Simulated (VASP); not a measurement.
# La (P6_3/mmc) in VASP: a series of runs

The runs below take La through single point, with LDA.

Program: VASP 6.6.1. These are calculated values, not measurements. Logs are shortened: lines on timing, memory, paths and dates and some standing lists are left out, and cuts for length are marked.

## Step 1: The cell of the first run

It takes space group P6_3/mmc (No. 194, hexagonal). Conventional cell: a = 3.183 Å, b = 3.183 Å, c = 5.362 Å, α = 90.00°, β = 90.00°, γ = 120.00°. Within 4.2 Å of La (site symmetry -6m2) lie 12 La at 3.18 to 3.25 Å.

## Step 2: Single point, LDA

INCAR reads:

```
PREC     = Accurate       # precision mode
ENCUT    = 520            # plane-wave cutoff, eV
EDIFF    = 1E-6           # SCF threshold, eV
ISMEAR   = -1             # smearing method
SIGMA    = 0.1            # smearing width, eV
LREAL    = F              # projectors in reciprocal space
LASPH    = T              # aspherical terms in the spheres
NELM     = 80             # most SCF steps
ALGO     = Normal         # electronic algorithm
ISIF     = 2              # what is computed and relaxed
LWAVE    = F              # write WAVECAR
LCHARG   = F              # write CHGCAR
NBANDS   = 18             # bands
```

KPOINTS reads:

```
Automatic mesh
0
Gamma
  14 14 8
```

POSCAR reads:

```
La
1.0
    3.1834025560      0.0000000000      0.0000000000
   -1.5917012780      2.7569074840      0.0000000000
    0.0000000000      0.0000000000      5.3618661121
La
2
Direct
    0.3333333333      0.6666666667      0.2500000000
    0.6666666667      0.3333333333      0.7500000000
```

Potentials or basis: VASP PAW LDA potentials, release 64 (La).

Launch:

```sh
$ cat potpaw_LDA.64/La/POTCAR > POTCAR
$ mpirun -np 1 vasp_std > vasp.out
```

OUTCAR:

```text
PREC = Accurate
   ENCUT = 520
   EDIFF = 1E-6
   ISMEAR = -1
   LREAL = F
   LASPH = T
   NELM = 80
   ISIF = 2

 ion  position               nearest neighbor table
   1  0.333  0.667  0.250-   2 3.25   2 3.25   2 3.25   2 3.25   2 3.25   2 3.25
   2  0.667  0.333  0.750-   1 3.25   1 3.25   1 3.25   1 3.25   1 3.25   1 3.25

  LATTYP: Found a hexagonal cell.
 ALAT       =     3.1834025560
 C/A-ratio  =     1.6843192206

  Lattice vectors:

 A1 = (   3.1834025560,   0.0000000000,   0.0000000000)
 A2 = (  -1.5917012780,   2.7569074840,   0.0000000000)
 A3 = (   0.0000000000,   0.0000000000,   5.3618661121)

Analysis of symmetry for initial positions (statically):
=====================================================================
 Subroutine PRICEL returns:
 Original cell was already a primitive cell.

 Routine SETGRP: Setting up the symmetry group for a
 hexagonal supercell.

 Subroutine GETGRP returns: Found 24 space group operations
 (whereof 12 operations were pure point group operations)
 out of a pool of 24 trial point group operations.

The static configuration has the point symmetry D_3d.
 The point group associated with its full space group is D_6h.

Analysis of symmetry for dynamics (positions and initial velocities):
=====================================================================
 Subroutine PRICEL returns:
 Original cell was already a primitive cell.

 Routine SETGRP: Setting up the symmetry group for a
 hexagonal supercell.

 Subroutine GETGRP returns: Found 24 space group operations
 (whereof 12 operations were pure point group operations)
 out of a pool of 24 trial point group operations.

The dynamic configuration has the point symmetry D_3d.
 The point group associated with its full space group is D_6h.

 Subroutine INISYM returns: Found 24 space group operations
 (whereof 12 operations are pure point group operations),
 and found     1 'primitive' translations

----------------------------------------------------------------------------------------

                                     Primitive cell

  volume of cell :      47.0576

  direct lattice vectors                    reciprocal lattice vectors
     3.183402556  0.000000000  0.000000000     0.314129295  0.181362633  0.000000000
    -1.591701278  2.756907484  0.000000000     0.000000000  0.362725266  0.000000000
     0.000000000  0.000000000  5.361866112     0.000000000  0.000000000  0.186502232

  length of vectors
     3.183402556  3.183402556  5.361866112     0.362725266  0.362725266  0.186502232

  position of ions in fractional coordinates (direct lattice)
     0.333333333  0.666666667  0.250000000
     0.666666667  0.333333333  0.750000000

  ion indices of the primitive-cell ions
   primitive index   ion index
                 1           1
                 2           2

----------------------------------------------------------------------------------------

 KPOINTS: Automatic mesh

Automatic generation of k-mesh.
 Grid dimensions read from file:
 generate k-points for:   14   14    8

 Generating k-lattice:

  Cartesian coordinates                     Fractional coordinates (reciprocal lattice)
     0.022437807  0.012954474  0.000000000     0.071428571  0.000000000  0.000000000
     0.000000000  0.025908948  0.000000000     0.000000000  0.071428571  0.000000000
     0.000000000  0.000000000  0.023312779     0.000000000  0.000000000  0.125000000

  Length of vectors
     0.025908948  0.025908948  0.023312779

  Shift w.r.t. Gamma in fractional coordinates (k-lattice)
     0.000000000  0.000000000  0.000000000

 Subroutine IBZKPT returns following result:
 ===========================================

 Found    120 irreducible k-points:

 Following reciprocal coordinates:
            Coordinates               Weight
  0.000000  0.000000  0.000000      1.000000
  0.071429  0.000000  0.000000      6.000000
  0.142857  0.000000  0.000000      6.000000
  0.214286  0.000000  0.000000      6.000000
  0.285714  0.000000  0.000000      6.000000
  0.357143  0.000000  0.000000      6.000000
[... 16 lines left out ...]
  0.285714  0.285714  0.000000      6.000000
  0.357143  0.285714  0.000000      6.000000
 [... further k-points ...]
   k-points           NKPTS =    120   k-points in BZ     NKDIM =    120   number of bands    NBANDS=     18
   number of dos      NEDOS =    301   number of ions     NIONS =      2
   total plane-waves  NPLWV =  23040
   dimension x,y,z NGX =    24 NGY =   24 NGZ =   40
   dimension x,y,z NGXF=    48 NGYF=   48 NGZF=   80
   ions per type =               2
   NGX,Y,Z   is equivalent  to a cutoff of  12.53, 12.53, 12.40 a.u.
   NGXF,Y,Z  is equivalent  to a cutoff of  25.07, 25.07, 24.80 a.u.
 SYSTEM =  unknown system
   PREC   = accura    normal or accurate (medium, high low for compatibility)
   ISTART =      0    job   : 0-new  1-cont  2-samecut
   ICHARG =      2    charge: 1-file 2-atom 10-const
   ISPIN  =      1    spin polarized calculation?
   LNONCOLLINEAR =      F non collinear calculations
   LSORBIT =      F    spin-orbit coupling
   LASPH  =      T    aspherical Exc in radial PAW
   ENCUT  =  520.0 eV  38.22 Ry    6.18 a.u.   5.92  5.92  9.97*2*pi/ulx,y,z
   NELM   =     80;   NELMIN=  2; NELMDL= -5     # of ELM steps
   EDIFF  = 0.1E-05   stopping-criterion for ELM
   LREAL  =      F    real-space projection
   EDIFFG = 0.1E-04   stopping-criterion for IOM
   NSW    =      0    number of steps for IOM
   IBRION =     -1    ionic relax: 0-MD 1-quasi-New 2-CG
   NFREE  =      0    steps in history (QN), initial steepest desc. (CG)
   ISIF   =      2    stress and relaxation
   ISYM   =      2    0-nonsym 1-usesym 2-fastsym
   POTIM  = 0.5000    time-step for ionic-motion
   TEBEG  =    0.0;   TEEND  =   0.0 temperature during run
   PSTRESS=    0.0 pullay stress
   NELECT =      22.0000    total number of electrons
   NUPDOWN=      -1.0000    fix difference up-down
   EMIN   =  10.00;   EMAX   =-10.00  energy-range for DOS
   EFERMI =   0.00;   METHOD = LEGACY
   ISMEAR =    -1;   SIGMA  =   0.10  broadening in eV -4-tet -1-fermi 0-gaus
   EFERMI_NEDOS =   21; number of points for ismear=-14 and -15
   IALGO  =     38    algorithm
   IMIX   =      4    mixing-type and parameters
     AMIX     =   0.40;   BMIX     =  1.00
     AMIX_MAG =   1.60;   BMIX_MAG =  1.00
  volume/ion in A,a.u.               =      23.53       158.78
  Fermi-wavevector in a.u.,A,eV,Ry     =   1.270591  2.401069 21.965270  1.614402
  Thomas-Fermi vector in A             =   2.403570
   LORBIT       =      0    0 simple, 1 ext, 2 COOP (PROOUT), +10 PAW based schemes
   GGA     = CA    functional components
   LHFCALC =     F    Hartree Fock is set to
   AEXX    =    0.0000 exact exchange contribution
   IVDW    =     0    specifies the selected vdW correction
   LEPSILON=     F    determine dielectric tensor
   LRPA    =     F    only Hartree local field effects (RPA)
 non-spin polarized calculation
  energy-cutoff  :      520.00
  volume of cell :       47.06
 maximum number of plane-waves:      1286
 NGX is ok and might be reduce to    24
   NGX = 11   NGY = 11   NGZ = 19

 number of electron      21.9999998 magnetization

 Free energy of the ion-electron system (eV)
  ---------------------------------------------------
  ext. energy  EPLUGINS =         0.00000000
  ---------------------------------------------------
  free energy    TOTEN  =       -10.49875178 eV

  energy without entropy =      -10.42143402  energy(sigma->0) =      -10.46009290

 E-fermi :  13.0602     XC(G=0): -11.7674

 val. band max:       13.0535107795   @ k =   0.1429   0.1429   0.0000
 cond. band min:      13.0618646689   @ k =   0.3571   0.2143   0.1250
 fundamental gap:      0.0083538894
 Fermi energy:        13.0601780989

 k-point     1 :       0.0000    0.0000    0.0000
  band No.  band energies     occupation
      1     -19.8157      2.00000
      2     -18.8992      2.00000
      3      -5.3503      2.00000
      4      -1.3204      2.00000
      5      -1.3204      2.00000
      6      -1.0374      2.00000
[... 10 lines left out ...]
     17      15.2779      0.00000
     18      15.2900      0.00000

 k-point     2 :       0.0714    0.0000    0.0000
  band No.  band energies     occupation
      1     -19.7747      2.00000
      2     -18.8733      2.00000
      3      -5.2896      2.00000
      4      -1.5647      2.00000
      5      -1.3915      2.00000
      6      -1.0575      2.00000
[... 10 lines left out ...]
     17      15.3059      0.00000
     18      15.3716      0.00000

 k-point     3 :       0.1429    0.0000    0.0000
  band No.  band energies     occupation
      1     -19.6561      2.00000
      2     -18.8008      2.00000
      3      -5.1112      2.00000
      4      -2.2025      2.00000
      5      -1.6440      2.00000
      6      -1.5763      2.00000
[... 10 lines left out ...]
     17      15.1439      0.00000
     18      15.5562      0.00000

 k-point     4 :       0.2143    0.0000    0.0000
  band No.  band energies     occupation
      1     -19.4739      2.00000
      2     -18.6973      2.00000
      3      -4.8263      2.00000
      4      -3.0308      2.00000
      5      -2.4260      2.00000
      6      -1.8174      2.00000
[... 375 lines left out ...]
      4      -4.1277      2.00000
      5      -3.3885      2.00000
      6      -3.2017      2.00000
[... 10 lines left out ...]
     17      15.5731      0.00000
     18      15.6061      0.00000

 k-point    23 :       0.2857    0.2857    0.0000
  band No.  band energies     occupation
      1     -18.6347      2.00000
      2     -18.4455      2.00000
      3      -4.5283      2.00000
      4      -4.1147      2.00000
      5      -3.4996      2.00000
      6      -3.1566      2.00000
[... 10 lines left out ...]
     17      15.5456      0.00000
     18      15.6069      0.00000

 k-point    24 :       0.3571    0.2857    0.0000
  band No.  band energies     occupation
      1     -18.5550      2.00000
      2     -18.4734      2.00000
      3      -4.5321      2.00000
      4      -3.9149      2.00000
      5      -3.8195      2.00000
      6      -3.0711      2.00000
[... 10 lines left out ...]
     17      15.4093      0.00000
     18      15.6266      0.00000

 [... further k-points ...]
[... 5 lines left out ...]
  --------------------------------------------------------------------------------------
  -------------------------------------------------------------------------------------
  Total        4.3212553      4.3212553      4.3504641      0.0000000     -0.0000000      0.0000000
  in kB      147.1264606    147.1264606    148.1209376      0.0000000     -0.0000000      0.0000000
  external PRESSURE =     147.4579529 kB  Pullay stress =       0.0000000 kB

 VOLUME and BASIS-vectors are now :
 -----------------------------------------------------------------------------
  energy-cutoff  :      520.00
  volume of cell :       47.06
      direct lattice vectors                 reciprocal lattice vectors
     3.183402556  0.000000000  0.000000000     0.314129295  0.181362633  0.000000000
    -1.591701278  2.756907484  0.000000000     0.000000000  0.362725266  0.000000000
     0.000000000  0.000000000  5.361866112     0.000000000  0.000000000  0.186502232

 POSITION                                       TOTAL-FORCE (eV/Angst)
 -----------------------------------------------------------------------------------
     -0.00000      1.83794      1.34047        -0.000000      0.000000      0.000000
      1.59170      0.91897      4.02140         0.000000      0.000000      0.000000
 -----------------------------------------------------------------------------------
    total drift:                               -0.000000      0.000000     -0.000000

  FREE ENERGIE OF THE ION-ELECTRON SYSTEM (eV)
  ---------------------------------------------------
  free  energy   TOTEN  =       -10.4987517845 eV

  energy  without entropy=      -10.4214340219  energy(sigma->0) =      -10.46009290
```

Wall time 47 s (1 thread of Intel Xeon 6975P-C (Granite Rapids), shared host); peak memory 0.22 GiB.

What came out:

| Item | Value |
| --- | --- |
| Free energy | -10.4988 eV |
| Pressure | 14.7 GPa |
| Band gap on the k mesh | zero (band 11 reaches 14.11 eV, above the bottom of band 12 at 11.60 eV) |

Caveat: spin-orbit coupling is left out, which moves the levels of the heavy elements.

[end of part 1 of 3]
